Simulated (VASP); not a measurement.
# Ti: relaxation of cell and atoms with r2SCAN

Crystal: Ti.

```
Ti
1.0
     4.60000    0.00000    0.00000
    -2.30000    3.98372    0.00000
     0.00000    0.00000    2.82000
Ti
3
Direct
  0.00000 0.00000 0.00000
  0.33333 0.66667 0.50000
  0.66667 0.33333 0.50000
```

This isn't the form of Ti at room conditions, which is hcp.

* Program: VASP 6.6.1
* Task: relaxation of cell and atoms
* Functional: r2SCAN
* Potentials or basis: VASP PAW PBE potentials, release 64 (Ti_sv)
* Cutoff: 600 eV
* k mesh: 8 × 8 × 11
* Occupations: fermi-dirac, width 0.1 eV
* Spin: no spin polarisation
* Dipole correction: no
* Further INCAR settings: ALGO = Normal; EDIFF = 1e-06; IBRION = 2; EDIFFG = -0.01; NSW = 80; ISIF = 3

```yaml
Relaxed_volume: 17.09 Å³/atom
Relaxed_cell: a = 4.574 Å, b = 4.574 Å, c = 2.829 Å, α = 90.00°, β = 90.00°, γ = 120.00°
Space_group_after_relaxing_to_0.1_Å: P6/mmm (No. 191)
Energy_gained_by_relaxing: 0.9 meV/atom
Ionic_steps: 6
Pressure_after_relaxing: 0.0 GPa
Band_gap_on_the_k_mesh: zero (bands 18 and 19 overlap by 0.20 eV)
```

The path:
```
step  energy change (eV)  largest force (eV/Å)  pressure (GPa)  volume (Å³)
   1              0.0000                0.0000           -1.00        51.68
   2             -0.0017                0.0000            0.86        50.88
   3             -0.0024                0.0000            0.22        51.18
   4             -0.0024                0.0000            0.23        51.17
   5             -0.0027                0.0000           -0.04        51.28
   6             -0.0027                0.0000            0.02        51.26
```

Final structure:
```cif
data_structure
_symmetry_space_group_name_H-M 'P 1'
_symmetry_Int_Tables_number 1
_cell_length_a 4.5742
_cell_length_b 4.5742
_cell_length_c 2.8289
_cell_angle_alpha 90.000
_cell_angle_beta 90.000
_cell_angle_gamma 120.000
_cell_volume 51.26
loop_
_atom_site_label
_atom_site_type_symbol
_atom_site_fract_x
_atom_site_fract_y
_atom_site_fract_z
_atom_site_occupancy
Ti1 Ti 0.00000 0.00000 0.00000 1
Ti2 Ti 0.33333 0.66667 0.50000 1
Ti3 Ti 0.66667 0.33333 0.50000 1
```

Levels at points of the mesh, in eV from the Fermi level:
| k point | band 15 | band 16 | band 17 | band 18 | band 19 | band 20 | band 21 | band 22 |
| --- | --- | --- | --- | --- | --- | --- | --- | --- |
| (0.00, 0.00, 0.00) | -0.78 | -0.78 | -0.75 | -0.75 | 0.03 | 0.84 | 1.46 | 1.46 |
| (0.50, 0.00, 0.00) | -2.74 | -0.40 | -0.33 | -0.32 | 0.12 | 0.66 | 0.94 | 1.17 |

Run time: 12 min on 1 thread of Intel(R) Xeon(R) Platinum 8559C (Emerald Rapids), with other jobs on the host, peak memory 0.24 GiB.

Caveat: the PAW data sets were made with another functional, which shifts forces and pressure a little.
